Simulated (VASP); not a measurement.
# AlN (Fm-3m) in VASP: further runs, part 2 of 2

VASP 6.6.1. The steps go on from the part before.

## (4) Single point, RPBE

This run uses another cell than the first one, of 7.74 Å³/atom, 0.894 times its volume.

INCAR

```
SYSTEM = AlN
  PREC = Accurate
  ENCUT = 600
  EDIFF = 1E-6
  ISMEAR = 0
  SIGMA = 0.05
  LREAL = .FALSE.
  LASPH = .TRUE.
  NELM = 120
  ALGO = Normal
  ISIF = 2
  LWAVE = .FALSE.
  LCHARG = .TRUE.
  GGA = RP
  LELF = .TRUE.
  LVHAR = .TRUE.
  NBANDS = 11
  GGA_COMPAT = .FALSE.
```

KPOINTS

```
regular mesh
0
G
  12 12 12
  0 0 0
```

POSCAR

```
AlN
1.0
    0.0000000000      1.9780005664      1.9780005664
    1.9780005664      0.0000000000      1.9780005664
    1.9780005664      1.9780005664      0.0000000000
Al N
1 1
Direct
    0.0000000000      0.0000000000      0.0000000000
    0.5000000000      0.5000000000      0.5000000000
```

Potentials or basis: VASP PAW PBE potentials, release 64 (Al, N).

Launch:

```bash
$ cat potpaw_PBE.64/Al/POTCAR potpaw_PBE.64/N/POTCAR > POTCAR
$ mpirun -np 1 vasp_std > vasp.out
```

OUTCAR:

```text
SYSTEM = AlN
   PREC = Accurate
   ENCUT = 600
   EDIFF = 1E-6
   ISMEAR = 0
   LREAL = .FALSE.
   LASPH = .TRUE.
   NELM = 120
   ISIF = 2
   GGA = RP

 ion  position               nearest neighbor table
   1  0.000  0.000  0.000-   2 1.98   2 1.98   2 1.98   2 1.98   2 1.98   2 1.98
   2  0.500  0.500  0.500-   1 1.98   1 1.98   1 1.98   1 1.98   1 1.98   1 1.98

  LATTYP: Found a face centered cubic cell.
 ALAT       =     3.9560011328

  Lattice vectors:

 A1 = (   0.0000000000,   1.9780005664,   1.9780005664)
 A2 = (   1.9780005664,   0.0000000000,   1.9780005664)
 A3 = (   1.9780005664,   1.9780005664,   0.0000000000)

Analysis of symmetry for initial positions (statically):
=====================================================================
 Subroutine PRICEL returns:
 Original cell was already a primitive cell.

 Routine SETGRP: Setting up the symmetry group for a
 face centered cubic supercell.

 Subroutine GETGRP returns: Found 48 space group operations
 (whereof 48 operations were pure point group operations)
 out of a pool of 48 trial point group operations.

The static configuration has the point symmetry O_h .

Analysis of symmetry for dynamics (positions and initial velocities):
=====================================================================
 Subroutine PRICEL returns:
 Original cell was already a primitive cell.

 Routine SETGRP: Setting up the symmetry group for a
 face centered cubic supercell.

 Subroutine GETGRP returns: Found 48 space group operations
 (whereof 48 operations were pure point group operations)
 out of a pool of 48 trial point group operations.

The dynamic configuration has the point symmetry O_h .

 Subroutine INISYM returns: Found 48 space group operations
 (whereof 48 operations are pure point group operations),
 and found     1 'primitive' translations

----------------------------------------------------------------------------------------

                                     Primitive cell

  volume of cell :      15.4778

  direct lattice vectors                    reciprocal lattice vectors
     0.000000000  1.978000566  1.978000566    -0.252780514  0.252780514  0.252780514
     1.978000566  0.000000000  1.978000566     0.252780514 -0.252780514  0.252780514
     1.978000566  1.978000566  0.000000000     0.252780514  0.252780514 -0.252780514

  length of vectors
     2.797315227  2.797315227  2.797315227     0.437828694  0.437828694  0.437828694

  position of ions in fractional coordinates (direct lattice)
     0.000000000  0.000000000  0.000000000
     0.500000000  0.500000000  0.500000000

  ion indices of the primitive-cell ions
   primitive index   ion index
                 1           1
                 2           2

----------------------------------------------------------------------------------------

 KPOINTS: regular mesh

Automatic generation of k-mesh.
 Grid dimensions read from file:
 generate k-points for:   12   12   12

 Generating k-lattice:

  Cartesian coordinates                     Fractional coordinates (reciprocal lattice)
    -0.021065043  0.021065043  0.021065043     0.083333333  0.000000000  0.000000000
     0.021065043 -0.021065043  0.021065043     0.000000000  0.083333333  0.000000000
     0.021065043  0.021065043 -0.021065043     0.000000000  0.000000000  0.083333333

  Length of vectors
     0.036485724  0.036485724  0.036485724

  Shift w.r.t. Gamma in fractional coordinates (k-lattice)
     0.000000000  0.000000000  0.000000000

 Subroutine IBZKPT returns following result:
 ===========================================

 Found     72 irreducible k-points:

 Following reciprocal coordinates:
            Coordinates               Weight
  0.000000  0.000000  0.000000      1.000000
  0.083333  0.000000  0.000000      8.000000
  0.166667  0.000000  0.000000      8.000000
  0.250000  0.000000  0.000000      8.000000
  0.333333  0.000000  0.000000      8.000000
  0.416667  0.000000  0.000000      8.000000
[... 16 lines left out ...]
  0.500000  0.166667  0.000000     24.000000
 -0.416667  0.166667  0.000000     24.000000
 [... further k-points ...]
   k-points           NKPTS =     72   k-points in BZ     NKDIM =     72   number of bands    NBANDS=     11
   number of dos      NEDOS =    301   number of ions     NIONS =      2
   total plane-waves  NPLWV =  13824
   dimension x,y,z NGX =    24 NGY =   24 NGZ =   24
   dimension x,y,z NGXF=    48 NGYF=   48 NGZF=   48
   ions per type =               1   1
   NGX,Y,Z   is equivalent  to a cutoff of  14.26, 14.26, 14.26 a.u.
   NGXF,Y,Z  is equivalent  to a cutoff of  28.53, 28.53, 28.53 a.u.
 SYSTEM =  AlN
   PREC   = accura    normal or accurate (medium, high low for compatibility)
   ISTART =      0    job   : 0-new  1-cont  2-samecut
   ICHARG =      2    charge: 1-file 2-atom 10-const
   ISPIN  =      1    spin polarized calculation?
   LNONCOLLINEAR =      F non collinear calculations
   LSORBIT =      F    spin-orbit coupling
   LASPH  =      T    aspherical Exc in radial PAW
   ENCUT  =  600.0 eV  44.10 Ry    6.64 a.u.   5.59  5.59  5.59*2*pi/ulx,y,z
   NELM   =    120;   NELMIN=  2; NELMDL= -5     # of ELM steps
   EDIFF  = 0.1E-05   stopping-criterion for ELM
   LREAL  =      F    real-space projection
   EDIFFG = 0.1E-04   stopping-criterion for IOM
   NSW    =      0    number of steps for IOM
   IBRION =     -1    ionic relax: 0-MD 1-quasi-New 2-CG
   NFREE  =      0    steps in history (QN), initial steepest desc. (CG)
   ISIF   =      2    stress and relaxation
   ISYM   =      2    0-nonsym 1-usesym 2-fastsym
   POTIM  = 0.5000    time-step for ionic-motion
   TEBEG  =    0.0;   TEEND  =   0.0 temperature during run
   PSTRESS=    0.0 pullay stress
   NELECT =       8.0000    total number of electrons
   NUPDOWN=      -1.0000    fix difference up-down
   EMIN   =  10.00;   EMAX   =-10.00  energy-range for DOS
   EFERMI =   0.00;   METHOD = LEGACY
   ISMEAR =     0;   SIGMA  =   0.05  broadening in eV -4-tet -1-fermi 0-gaus
   EFERMI_NEDOS =   21; number of points for ismear=-14 and -15
   IALGO  =     38    algorithm
   IMIX   =      4    mixing-type and parameters
     AMIX     =   0.40;   BMIX     =  1.00
     AMIX_MAG =   1.60;   BMIX_MAG =  1.00
  volume/ion in A,a.u.               =       7.74        52.22
  Fermi-wavevector in a.u.,A,eV,Ry     =   1.313818  2.482755 23.485244  1.726117
  Thomas-Fermi vector in A             =   2.444114
   LORBIT       =      0    0 simple, 1 ext, 2 COOP (PROOUT), +10 PAW based schemes
   GGA     = RP    functional components
   LHFCALC =     F    Hartree Fock is set to
   AEXX    =    0.0000 exact exchange contribution
   IVDW    =     0    specifies the selected vdW correction
   LEPSILON=     F    determine dielectric tensor
   LRPA    =     F    only Hartree local field effects (RPA)
 non-spin polarized calculation
 Gauss-broadening in eV      SIGMA  =   0.05
  energy-cutoff  :      600.00
  volume of cell :       15.48
 maximum number of plane-waves:       533
 NGX is ok and might be reduce to    24
   NGX = 11   NGY = 11   NGZ = 11

 number of electron       8.0000000 magnetization

 Free energy of the ion-electron system (eV)
  ---------------------------------------------------
  ext. energy  EPLUGINS =         0.00000000
  ---------------------------------------------------
  free energy    TOTEN  =       -13.64355162 eV

  energy without entropy =      -13.64355162  energy(sigma->0) =      -13.64355162

 E-fermi :  11.2984     XC(G=0): -12.5026

 val. band max:       10.9507400972   @ k =   0.0000   0.0000   0.0000
 cond. band min:      16.1391116482   @ k =   0.5000   0.5000   0.0000
 fundamental gap:      5.1883715510
 Fermi energy:        11.2983665813

 k-point     1 :       0.0000    0.0000    0.0000
  band No.  band energies     occupation
      1      -7.2613      2.00000
      2      10.9507      2.00000
      3      10.9507      2.00000
      4      10.9507      2.00000
      5      17.6238      0.00000
      6      23.3352      0.00000
      7      23.3352      0.00000
      8      23.3352      0.00000
      9      28.6453      0.00000
     10      29.2183      0.00000
     11      29.2183      0.00000
[... 309 lines left out ...]
 k-point    24 :      -0.4167    0.1667    0.0000
  band No.  band energies     occupation
      1      -3.4762      2.00000
      2       2.8574      2.00000
      3       7.6999      2.00000
      4       9.3920      2.00000
      5      18.9344      0.00000
      6      21.0901      0.00000
      7      23.7336      0.00000
      8      24.5463      0.00000
      9      30.1677      0.00000
     10      31.5006      0.00000
     11      32.0079      0.00000

 [... further k-points ...]
[... 5 lines left out ...]
  --------------------------------------------------------------------------------------
  -------------------------------------------------------------------------------------
  Total        2.8861340      2.8861340      2.8861340     -0.0000000     -0.0000000      0.0000000
  in kB      298.7568292    298.7568292    298.7568292     -0.0000000     -0.0000000      0.0000000
  external PRESSURE =     298.7568292 kB  Pullay stress =       0.0000000 kB

 VOLUME and BASIS-vectors are now :
 -----------------------------------------------------------------------------
  energy-cutoff  :      600.00
  volume of cell :       15.48
      direct lattice vectors                 reciprocal lattice vectors
     0.000000000  1.978000566  1.978000566    -0.252780514  0.252780514  0.252780514
     1.978000566  0.000000000  1.978000566     0.252780514 -0.252780514  0.252780514
     1.978000566  1.978000566  0.000000000     0.252780514  0.252780514 -0.252780514

 POSITION                                       TOTAL-FORCE (eV/Angst)
 -----------------------------------------------------------------------------------
      0.00000      0.00000      0.00000         0.000000      0.000000      0.000000
      1.97800      1.97800      1.97800        -0.000000     -0.000000      0.000000
 -----------------------------------------------------------------------------------
    total drift:                               -0.000000     -0.000000      0.000000

  FREE ENERGIE OF THE ION-ELECTRON SYSTEM (eV)
  ---------------------------------------------------
  free  energy   TOTEN  =       -13.6435516243 eV

  energy  without entropy=      -13.6435516243  energy(sigma->0) =      -13.64355162
```

OSZICAR:

```text
N       E                     dE             d eps       ncg     rms          rms(c)
DAV:   1     0.149341801695E+02    0.14934E+02   -0.44183E+03  1592   0.712E+02
DAV:   2    -0.145712297832E+02   -0.29505E+02   -0.28284E+02  1916   0.165E+02
DAV:   3    -0.153955506403E+02   -0.82432E+00   -0.82255E+00  1954   0.245E+01
DAV:   4    -0.153986693858E+02   -0.31187E-02   -0.31185E-02  1776   0.162E+00
DAV:   5    -0.153986951796E+02   -0.25794E-04   -0.25794E-04  1895   0.144E-01    0.802E+00
DAV:   6    -0.136648033875E+02    0.17339E+01   -0.68294E+00  1830   0.151E+01    0.311E+00
DAV:   7    -0.136445250618E+02    0.20278E-01   -0.23865E-01  1776   0.347E+00    0.195E+00
DAV:   8    -0.136437683109E+02    0.75675E-03   -0.17428E-02  1695   0.120E+00    0.355E-01
DAV:   9    -0.136434758185E+02    0.29249E-03   -0.12845E-03  1824   0.238E-01    0.176E-01
DAV:  10    -0.136435625283E+02   -0.86710E-04   -0.20220E-04  1754   0.105E-01    0.699E-02
DAV:  11    -0.136435519940E+02    0.10534E-04   -0.34477E-05  1878   0.344E-02    0.112E-02
DAV:  12    -0.136435516243E+02    0.36972E-06   -0.15458E-06  1208   0.104E-02
   1 F= -.13643552E+02 E0= -.13643552E+02  d E =-.497910E-25
```

stdout:

```text
POSCAR found type information on POSCAR AlN
 POSCAR found :  2 types and       2 ions
 scaLAPACK will be used
 -----------------------------------------------------------------------------
|                                                                             |
|                                                                             |
|     You enforced a specific xc type in the INCAR file but a different       |
|     I HOPE YOU KNOW WHAT YOU ARE DOING!                                     |
|                                                                             |
 -----------------------------------------------------------------------------

 LDA part: xc-table for (Slater+PW92), standard interpolation
 POSCAR, INCAR and KPOINTS ok, starting setup
 FFT: planning ... GRIDC
 FFT: planning ... GRID_SOFT
 FFT: planning ... GRID
 WAVECAR not read
 entering main loop
```

Run time: 18 s. Hardware: 1 thread of Intel Xeon 8259CL, shared host; peak memory 0.14 GiB.

What came out:

| Item | Value |
| --- | --- |
| Free energy | -13.6436 eV |
| Pressure | 29.9 GPa |
| Band gap on the k mesh | 5.19 eV, indirect (least direct gap 6.67 eV) |

Caveat: the PAW data sets were made with another functional, which shifts forces and pressure a little.

## (5) Overview

| level | cell | k mesh | gap on the mesh (eV) | pressure (GPa) |
| --- | --- | --- | --- | --- |
| PBE+D3(BJ) | a = 2.904 Å, angles 60.0°, 2 atoms | 10 × 10 × 10 | 4.17 | -12.9 |
| PBE+D3(BJ) | a = 2.891 Å, angles 60.0°, 2 atoms | 10 × 10 × 10 | 4.29 | -10.0 |
| RPBE | a = 2.797 Å, angles 60.0°, 2 atoms | 12 × 12 × 12 | 5.19 | 29.9 |

Alike in all rows: task single point; potentials or basis VASP PAW PBE potentials, release 64 (Al, N); no spin polarisation; cutoff (eV) 600; smearing gaussian 0.05 eV.

Caveats: the PAW data sets were made with another functional, which shifts forces and pressure a little (some runs).

Absolute energies hang on the potentials; compare differences alone.
